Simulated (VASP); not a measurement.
# Mg2C3 (C2/m) in VASP: further runs

Runs on Mg2C3. Level: PBEsol. Tasks: relaxation of shape and atoms at fixed volume.

All numbers are computed with VASP 6.6.1; they aren't measurements. Logs are shortened: lines on timing, memory, paths and dates and some standing lists are left out, and cuts for length are marked.

## 1. The cell of the first run

Symmetry: C2/m, No. 12, monoclinic system. The conventional cell has a = 4.700 Å, b = 4.552 Å, c = 4.878 Å, α = 90.00°, β = 103.70°, γ = 90.00°. Within 2.9 Å of Mg (site symmetry m) lie 9 C at 2.19 to 2.79 Å. C (site symmetry m) has 1 C at 1.31 Å within 1.8 Å. C (site symmetry 2/m) has 2 C at 1.31 Å within 1.8 Å.

## 2. Relaxation of shape and atoms at fixed volume, PBEsol (volume scaled by 0.94)

Input file INCAR:

```
SYSTEM = Mg2C3
PREC = Accurate
ENCUT = 600
EDIFF = 1E-6
ISMEAR = 0
SIGMA = 0.02
LREAL = .FALSE.
LASPH = .TRUE.
NELM = 100
ALGO = Normal
ISIF = 4
LWAVE = .FALSE.
LCHARG = .FALSE.
GGA = PS
IBRION = 2
NSW = 50
EDIFFG = -0.01
```

Input file KPOINTS:

```
Automatic mesh
0
G
  8 8 6
  0 0 0
```

Input file POSCAR:

```
Mg2C3
1.0
    2.3497337419     -2.2760986098      0.0095086471
    2.3497337419      2.2760986098      0.0095086471
   -1.1745593291      0.0000000000      4.7341842279
Mg C
2 3
Direct
    0.8089505524      0.8089505524      0.2006435354
    0.1910494476      0.1910494476      0.7993564646
    0.2991740294      0.2991740294      0.2621074267
    0.7008259706      0.7008259706      0.7378925733
    0.5000000000      0.5000000000      0.5000000000
```

Potentials or basis: VASP PAW PBE potentials, release 64 (Mg, C).

Started as:

```bash
$ cat potpaw_PBE.64/Mg/POTCAR potpaw_PBE.64/C/POTCAR > POTCAR
$ mpirun -np 1 vasp_std > vasp.out
```

OUTCAR:

```text
SYSTEM = Mg2C3
   PREC = Accurate
   ENCUT = 600
   EDIFF = 1E-6
   ISMEAR = 0
   LREAL = .FALSE.
   LASPH = .TRUE.
   NELM = 100
   ISIF = 4
   GGA = PS
   IBRION = 2
   NSW = 50
   EDIFFG = -0.01

 ion  position               nearest neighbor table
   1  0.809  0.809  0.201-   4 2.19   3 2.25   5 2.29   3 2.30   3 2.30   3 2.48   5 2.74   5 2.74
                             4 2.79   2 2.95   2 2.97   2 2.97   2 3.04   2 3.09
   2  0.191  0.191  0.799-   3 2.19   4 2.25   5 2.29   4 2.30   4 2.30   4 2.48   5 2.74   5 2.74
                             3 2.79   1 2.95   1 2.97   1 2.97   1 3.04   1 3.09
   3  0.299  0.299  0.262-   5 1.31   2 2.19   1 2.25   1 2.30   1 2.30   1 2.48   2 2.79
   4  0.701  0.701  0.738-   5 1.31   1 2.19   2 2.25   2 2.30   2 2.30   2 2.48   1 2.79
   5  0.500  0.500  0.500-   3 1.31   4 1.31   1 2.29   2 2.29   2 2.74   2 2.74   1 2.74   1 2.74

  LATTYP: Found a base centered monoclinic cell.
 ALAT       =     4.6995059622
 B/A-ratio  =     0.9686544195
 C/A-ratio  =     1.0379205037
 COS(beta)  =    -0.2368716539

  Lattice vectors:

 A1 = (   2.3497337419,  -2.2760986098,   0.0095086471)
 A2 = (   2.3497337419,   2.2760986098,   0.0095086471)
 A3 = (  -1.1745593291,   0.0000000000,   4.7341842279)

Analysis of symmetry for initial positions (statically):
=====================================================================
 Subroutine PRICEL returns:
 Original cell was already a primitive cell.

 Routine SETGRP: Setting up the symmetry group for a
 base centered monoclinic supercell.

 Subroutine GETGRP returns: Found  4 space group operations
 (whereof  4 operations were pure point group operations)
 out of a pool of  4 trial point group operations.

The static configuration has the point symmetry C_2h.

Analysis of symmetry for dynamics (positions and initial velocities):
=====================================================================
 Subroutine PRICEL returns:
 Original cell was already a primitive cell.

 Routine SETGRP: Setting up the symmetry group for a
 base centered monoclinic supercell.

 Subroutine GETGRP returns: Found  4 space group operations
 (whereof  4 operations were pure point group operations)
 out of a pool of  4 trial point group operations.

The dynamic configuration has the point symmetry C_2h.

 Subroutine INISYM returns: Found  4 space group operations
 (whereof  4 operations are pure point group operations),
 and found     1 'primitive' translations

----------------------------------------------------------------------------------------

                                     Primitive cell

  volume of cell :      50.6898

  direct lattice vectors                    reciprocal lattice vectors
     2.349733742 -2.276098610  0.009508647     0.212576642 -0.219674138  0.052740634
     2.349733742  2.276098610  0.009508647     0.212576642  0.219674138  0.052740634
    -1.174559329  0.000000000  4.734184228    -0.000853924  0.000000000  0.211017774

  length of vectors
     3.271385632  3.271385632  4.877713596     0.310204981  0.310204981  0.211019501

  position of ions in fractional coordinates (direct lattice)
     0.808950552  0.808950552  0.200643535
     0.191049448  0.191049448  0.799356465
     0.299174029  0.299174029  0.262107427
     0.700825971  0.700825971  0.737892573
     0.500000000  0.500000000  0.500000000

  ion indices of the primitive-cell ions
   primitive index   ion index
                 1           1
                 2           2
                 3           3
                 4           4
                 5           5

----------------------------------------------------------------------------------------

 KPOINTS: Automatic mesh

Automatic generation of k-mesh.
 Grid dimensions read from file:
 generate k-points for:    8    8    6

 Generating k-lattice:

  Cartesian coordinates                     Fractional coordinates (reciprocal lattice)
     0.026572080 -0.027459267  0.006592579     0.125000000  0.000000000  0.000000000
[... 50 lines left out ...]

 Free energy of the ion-electron system (eV)
  ---------------------------------------------------
  ext. energy  EPLUGINS =         0.00000000
  ---------------------------------------------------
  free energy    TOTEN  =       -31.26696225 eV

  energy without entropy =      -31.26696225  energy(sigma->0) =      -31.26696225

------------------------ aborting loop because EDIFF is reached ----------------------------------------

  FORCE on cell =-STRESS in cart. coord.  units (eV):
  Direction    XX          YY          ZZ          XY          YZ          ZX
  --------------------------------------------------------------------------------------
  -------------------------------------------------------------------------------------
  Total        2.7021145      2.2205432      3.7098118      0.0000000      0.0000000      0.9302716
  in kB       85.4070350     70.1857791    117.2578088      0.0000000      0.0000000     29.4035429
  external PRESSURE =      90.9502076 kB  Pullay stress =       0.0000000 kB
[... 98 lines left out ...]
  FREE ENERGIE OF THE ION-ELECTRON SYSTEM (eV)
  ---------------------------------------------------
  free  energy   TOTEN  =       -31.2745584210 eV

  energy  without entropy=      -31.2745584210  energy(sigma->0) =      -31.27455842

[... ionic steps 4 to 17 ...]

--------------------------------------- Ionic step       18  -------------------------------------------

 number of electron      15.9999999 magnetization

------------------------ aborting loop because EDIFF is reached ----------------------------------------

  FORCE on cell =-STRESS in cart. coord.  units (eV):
  Direction    XX          YY          ZZ          XY          YZ          ZX
  --------------------------------------------------------------------------------------
  -------------------------------------------------------------------------------------
  Total        2.3993499      2.3931931      2.3895499      0.0000000      0.0000000     -0.0187529
  in kB       75.8374079     75.6428061     75.5276538      0.0000000      0.0000000     -0.5927307
  external PRESSURE =      75.6692892 kB  Pullay stress =       0.0000000 kB
[... 63 lines left out ...]
  energy  without entropy=      -31.2750844077  energy(sigma->0) =      -31.27508441

--------------------------------------- Ionic step       20  -------------------------------------------

 number of electron      15.9999999 magnetization

 Free energy of the ion-electron system (eV)
  ---------------------------------------------------
  ext. energy  EPLUGINS =         0.00000000
  ---------------------------------------------------
  free energy    TOTEN  =       -31.27508815 eV

  energy without entropy =      -31.27508815  energy(sigma->0) =      -31.27508815

 E-fermi :   5.1729     XC(G=0): -10.8765

 val. band max:        5.0196083988   @ k =   0.1250   0.1250   0.3333
 cond. band min:       6.7715764588   @ k =   0.5000   0.5000   0.0000
 fundamental gap:      1.7519680600
 Fermi energy:         5.1728706430

 k-point     1 :       0.0000    0.0000    0.0000
  band No.  band energies     occupation
      1     -11.2521      2.00000
      2      -7.1276      2.00000
      3      -2.5643      2.00000
      4       0.8753      2.00000
      5       1.6970      2.00000
      6       2.1569      2.00000
      7       3.4724      2.00000
      8       4.2835      2.00000
      9       8.7484      0.00000
     10       9.0738      0.00000
     11       9.0882      0.00000
     12      12.8900      0.00000
[... 331 lines left out ...]
 k-point    24 :       0.2500    0.0000    0.1667
  band No.  band energies     occupation
      1     -10.8403      2.00000
      2      -7.2864      2.00000
      3      -1.4803      2.00000
      4      -0.9280      2.00000
      5       0.8351      2.00000
      6       1.6473      2.00000
      7       3.7536      2.00000
      8       4.5829      2.00000
      9       8.3641      0.00000
     10       9.3873      0.00000
     11       9.8653      0.00000
     12      13.0151      0.00000

 [... further k-points ...]
[... 5 lines left out ...]
  --------------------------------------------------------------------------------------
  -------------------------------------------------------------------------------------
  Total        2.4032790      2.3831333      2.4166871      0.0000000      0.0000000      0.0098347
  in kB       75.9615983     75.3248433     76.3853935      0.0000000      0.0000000      0.3108502
  external PRESSURE =      75.8906117 kB  Pullay stress =       0.0000000 kB
[... 20 lines left out ...]
  FREE ENERGIE OF THE ION-ELECTRON SYSTEM (eV)
  ---------------------------------------------------
  free  energy   TOTEN  =       -31.2750881530 eV

  energy  without entropy=      -31.2750881530  energy(sigma->0) =      -31.27508815

 reached required accuracy - stopping structural energy minimisation
```

Wall time 12 min (1 thread of Intel Xeon 6975P-C, shared host); peak memory 0.24 GiB.

Results:

- Free energy: -31.2751 eV
- Energy gained by relaxing: 1.6 meV/atom
- Ionic steps: 20
- Pressure after relaxing: 7.6 GPa
- Largest force after relaxing: 0.004 eV/Å
- Band gap on the k mesh: 1.75 eV, indirect (least direct gap 2.57 eV)

Forces on the atoms (eV/Å):
```
Mg   0.004  0.000  0.002
Mg  -0.004  0.000 -0.002
C   -0.002  0.000 -0.002
C    0.002  0.000  0.002
C    0.000  0.000  0.000
```

Step by step:
| step | energy change (eV) | largest force (eV/Å) | pressure (GPa) | volume (Å³) |
| --- | --- | --- | --- | --- |
| 1 | 0.0000 | 0.6635 | 9.10 | 50.69 |
| 2 | 0.0837 | 2.1924 | 3.33 | 50.69 |
| 3 | -0.0076 | 0.0534 | 7.64 | 50.69 |
| 4 | -0.0076 | 0.0532 | 7.69 | 50.69 |
| 5 | -0.0076 | 0.0528 | 7.71 | 50.69 |
| 6 | -0.0079 | 0.0277 | 7.66 | 50.69 |
| 7 | -0.0079 | 0.0174 | 7.63 | 50.69 |
| 8 | -0.0080 | 0.0253 | 7.55 | 50.69 |
| 9 | -0.0080 | 0.0290 | 7.54 | 50.69 |
| 10 | -0.0080 | 0.0258 | 7.56 | 50.69 |
| 11 | -0.0080 | 0.0161 | 7.59 | 50.69 |
| 12 | -0.0080 | 0.0318 | 7.65 | 50.69 |
| 13 | -0.0081 | 0.0167 | 7.61 | 50.69 |
| 14 | -0.0081 | 0.0160 | 7.61 | 50.69 |
| 15 | -0.0081 | 0.0131 | 7.60 | 50.69 |
| 16 | -0.0081 | 0.0127 | 7.58 | 50.69 |
| 17 | -0.0081 | 0.0274 | 7.55 | 50.69 |
| 18 | -0.0081 | 0.0177 | 7.57 | 50.69 |
| 19 | -0.0081 | 0.0148 | 7.63 | 50.69 |
| 20 | -0.0081 | 0.0043 | 7.59 | 50.69 |

Final structure:
```yaml
crystal:
  lattice:
    - [2.35294, -2.27410, 0.01840]
    - [2.35294, 2.27410, 0.01840]
    - [-1.15813, 0.00000, 4.72760]
  atoms:
    - { symbol: Mg, position: [0.80851, 0.80851, 0.20196] }
    - { symbol: Mg, position: [0.19149, 0.19149, 0.79804] }
    - { symbol: C, position: [0.29709, 0.29709, 0.26174] }
    - { symbol: C, position: [0.70291, 0.70291, 0.73826] }
    - { symbol: C, position: [0.50000, 0.50000, 0.50000] }
```

Levels at points of the mesh, in eV from the valence-band top:
```
           k point  band 4  band 5  band 6  band 7  band 8  band 9  band 10  band 11  band 12
(0.00, 0.00, 0.00)   -4.14   -3.32   -2.86   -1.55   -0.74    3.73     4.05     4.07     7.87
(0.50, 0.00, 0.00)   -5.17   -4.85   -3.24   -3.12   -0.16    2.91     4.88     6.78     7.26
(0.50, 0.50, 0.00)   -6.03   -5.50   -3.73   -2.40   -1.20    1.75     2.29     3.32     5.68
(0.00, 0.00, 0.50)   -4.21   -3.77   -3.51   -0.97   -0.01    3.17     3.40     4.80     5.92
(0.50, 0.00, 0.50)   -6.54   -4.09   -3.07   -1.23   -0.25    2.32     3.85     6.20     7.17
(0.50, 0.50, 0.50)   -6.16   -5.20   -3.94   -3.07   -2.15    2.19     3.95     5.73     7.20
```

Caveat: the cell differs from its parent crystal (volume scaled by 0.94); the PAW data sets were made with another functional, which shifts forces and pressure a little. A k mesh can miss the band edges.

## 3. Relaxation of shape and atoms at fixed volume, PBEsol (volume scaled by 0.97)

Input file INCAR:

```
PREC = Accurate
ENCUT = 600
EDIFF = 1E-7
ISMEAR = 0
SIGMA = 0.02
LREAL = F
LASPH = T
NELM = 60
ALGO = Normal
ISIF = 4
LWAVE = F
LCHARG = F
GGA = PS
IBRION = 2
NSW = 50
EDIFFG = -0.01
```

Input file KPOINTS:

```
regular mesh
0
Gamma
  8 8 6
```

Input file POSCAR:

```
Mg2C3
1.0
    2.3743619658     -2.3038844910      0.0028889616
    2.3743619658      2.3038844910      0.0028889616
   -1.2003912967      0.0000000000      4.7796297074
Mg C
2 3
Direct
    0.8092596780      0.8092596780      0.1996336769
    0.1907403220      0.1907403220      0.8003663231
    0.3002581442      0.3002581442      0.2628019550
    0.6997418558      0.6997418558      0.7371980450
    0.5000000000      0.5000000000      0.5000000000
```

Potentials or basis: VASP PAW PBE potentials, release 64 (Mg, C).

Started as:

```bash
$ cat potpaw_PBE.64/Mg/POTCAR potpaw_PBE.64/C/POTCAR > POTCAR
$ mpirun -np 1 vasp_std > vasp.out
```

Wall time 8.4 min (1 thread of Intel Xeon 6975P-C, shared host); peak memory 0.25 GiB.

The run converged. Its results:

```
Free energy                  : -31.3315 eV
Energy gained by relaxing    : 1.6 meV/atom
Ionic steps                  : 18
Pressure after relaxing      : 3.3 GPa
Largest force after relaxing : 0.008 eV/Å
Band gap on the k mesh       : 1.72 eV, indirect (least direct gap 2.48 eV)
```

Forces on the atoms (eV/Å):
```
Mg   0.008  0.000  0.001
Mg  -0.008  0.000 -0.001
C   -0.001  0.000  0.006
C    0.001  0.000 -0.006
C    0.000  0.000  0.000
```

The path:
```csv
step,energy change (eV),largest force (eV/Å),pressure (GPa),volume (Å³)
1,0.0000,0.6535,4.80,52.31
2,0.0794,2.1160,-0.77,52.31
3,-0.0076,0.0508,3.39,52.31
4,-0.0076,0.0504,3.42,52.31
5,-0.0076,0.0500,3.45,52.31
6,-0.0079,0.0279,3.41,52.31
7,-0.0079,0.0160,3.38,52.31
8,-0.0079,0.0272,3.29,52.31
9,-0.0079,0.0176,3.31,52.31
10,-0.0080,0.0136,3.32,52.31
11,-0.0080,0.0111,3.35,52.31
12,-0.0080,0.0108,3.35,52.31
13,-0.0080,0.0101,3.35,52.31
14,-0.0080,0.0117,3.33,52.31
15,-0.0080,0.0224,3.30,52.31
16,-0.0080,0.0208,3.30,52.31
17,-0.0080,0.0154,3.31,52.31
18,-0.0080,0.0077,3.33,52.31
```

Final structure:
```
Mg C
1.0
     2.37512   -2.30126    0.01134
     2.37512    2.30126    0.01134
    -1.18371    0.00000    4.77935
Mg C
2 3
Cartesian
  3.6033 0.0000 0.9780
  -0.0367 0.0000 3.8240
  1.1085 0.0000 1.2599
  2.4580 0.0000 3.5422
  1.7833 0.0000 2.4010
```

Levels at points of the mesh, in eV from the valence-band top:
```
           k point  band 4  band 5  band 6  band 7  band 8  band 9  band 10  band 11  band 12
(0.00, 0.00, 0.00)   -4.13   -3.34   -2.90   -1.52   -0.72    3.63     3.76     4.07     7.75
(0.50, 0.00, 0.00)   -5.17   -4.81   -3.21   -3.15   -0.16    2.93     4.75     6.53     6.98
(0.50, 0.50, 0.00)   -5.95   -5.45   -3.73   -2.41   -1.20    1.72     2.15     3.21     5.59
(0.00, 0.00, 0.50)   -4.25   -3.78   -3.52   -0.97    0.00    3.15     3.41     4.48     5.84
(0.50, 0.00, 0.50)   -6.48   -4.08   -3.10   -1.27   -0.24    2.24     3.85     6.00     6.91
(0.50, 0.50, 0.50)   -6.06   -5.16   -3.94   -3.03   -2.11    2.12     3.72     5.62     6.89
```

Caveat: the cell differs from its parent crystal (volume scaled by 0.97); the PAW data sets were made with another functional, which shifts forces and pressure a little. A k mesh can miss the band edges.

## 4. Relaxation of shape and atoms at fixed volume, PBEsol (volume scaled by 1.03)

Input file INCAR:

```
  PREC = Accurate
  ENCUT = 600
  EDIFF = 1E-6
  ISMEAR = 0
  SIGMA = 0.02
  LREAL = False
  LASPH = True
  NELM = 60
  ALGO = Normal
  ISIF = 4
  LWAVE = False
  LCHARG = False
  GGA = PS
  IBRION = 2
  NSW = 50
  EDIFFG = -0.01
```

KPOINTS is that of step 3.

Edit POSCAR of step 3 so:

```diff
@@ -2,5 +2,5 @@
 1.0
-    2.3743619658     -2.3038844910      0.0028889616
-    2.3743619658      2.3038844910      0.0028889616
-   -1.2003912967      0.0000000000      4.7796297074
+    2.4223418011     -2.3504401552      0.0029473402
+    2.4223418011      2.3504401552      0.0029473402
+   -1.2246481613      0.0000000000      4.8762139053
 Mg C
```

Started as:

```bash
$ cat potpaw_PBE.64/Mg/POTCAR potpaw_PBE.64/C/POTCAR > POTCAR
$ mpirun -np 1 vasp_std > vasp.out
```

It took 3.8 min on 1 thread of Intel Xeon 6975P-C, shared host; peak memory 0.25 GiB.

It converged, with:

```
Free energy                  : -31.3309 eV
Energy gained by relaxing    : 0.9 meV/atom
Ionic steps                  : 6
Pressure after relaxing      : -3.4 GPa
Largest force after relaxing : 0.009 eV/Å
Band gap on the k mesh       : 1.68 eV, indirect (least direct gap 2.34 eV)
```

Forces in eV/Å, atoms in the order of the input:
```
Mg   0.008  0.000 -0.005
Mg  -0.008  0.000  0.005
C    0.003  0.000  0.001
C   -0.003  0.000 -0.001
C    0.000  0.000  0.000
```

Stress tensor (GPa, compression positive):
```
-3.50  0.00  0.00
 0.00 -3.45  0.00
 0.00  0.00 -3.28
```

The path:
```csv
step,energy change (eV),largest force (eV/Å),pressure (GPa),volume (Å³)
1,0.0000,0.4660,-4.43,55.54
2,0.0410,1.6980,-0.14,55.54
3,-0.0044,0.0482,-3.49,55.54
4,-0.0044,0.0485,-3.46,55.54
5,-0.0046,0.0307,-3.44,55.54
6,-0.0047,0.0090,-3.41,55.54
```

Final structure:
```
Mg C
1.0
     2.42333   -2.35526   -0.00244
     2.42333    2.35526   -0.00244
    -1.23599    0.00000    4.86698
Mg C
2 3
Cartesian
  3.6771 0.0000 0.9629
  -0.0664 0.0000 3.8992
  1.1330 0.0000 1.2804
  2.4776 0.0000 3.5817
  1.8053 0.0000 2.4310
```

Levels at points of the mesh, in eV from the valence-band top:
```
           k point  band 6  band 7  band 8  band 9  band 10  band 11
(0.00, 0.00, 0.00)   -2.95   -1.49   -0.71    3.21     3.45     4.07
(0.50, 0.00, 0.00)   -3.19   -3.12   -0.15    2.95     4.56     6.05
(0.50, 0.50, 0.00)   -3.72   -2.38   -1.16    1.68     1.89     3.03
(0.00, 0.00, 0.50)   -3.54   -0.99    0.00    3.13     3.43     3.92
(0.50, 0.00, 0.50)   -3.14   -1.29   -0.24    2.11     3.81     5.62
(0.50, 0.50, 0.50)   -3.93   -2.93   -2.05    2.05     3.35     5.47
```

Caveat: the cell differs from its parent crystal (volume scaled by 1.03); the PAW data sets were made with another functional, which shifts forces and pressure a little.

## 5. Summary

```tsv
cell	gap on the mesh (eV)	pressure (GPa)	largest force (eV/Å)
relaxed from a = 3.271, b = 3.271, c = 4.878 Å, angles 99.8, 99.8, 88.2°, 5 atoms	1.75	7.6	-
relaxed from a = 3.308, b = 3.308, c = 4.928 Å, angles 100.0, 100.0, 88.3°, 5 atoms	1.72	3.3	0.01
relaxed from a = 3.375, b = 3.375, c = 5.028 Å, angles 100.0, 100.0, 88.3°, 5 atoms	1.68	-3.4	0.01
```

Alike in all rows: task relaxation of shape and atoms at fixed volume; level PBEsol; potentials or basis VASP PAW PBE potentials, release 64 (Mg, C); no spin polarisation; k mesh 8 × 8 × 6; cutoff (eV) 600; smearing gaussian 0.02 eV.

Caveats: the PAW data sets were made with another functional, which shifts forces and pressure a little.

Total energies depend on the potentials used, so only differences within one code and one set of settings carry meaning.
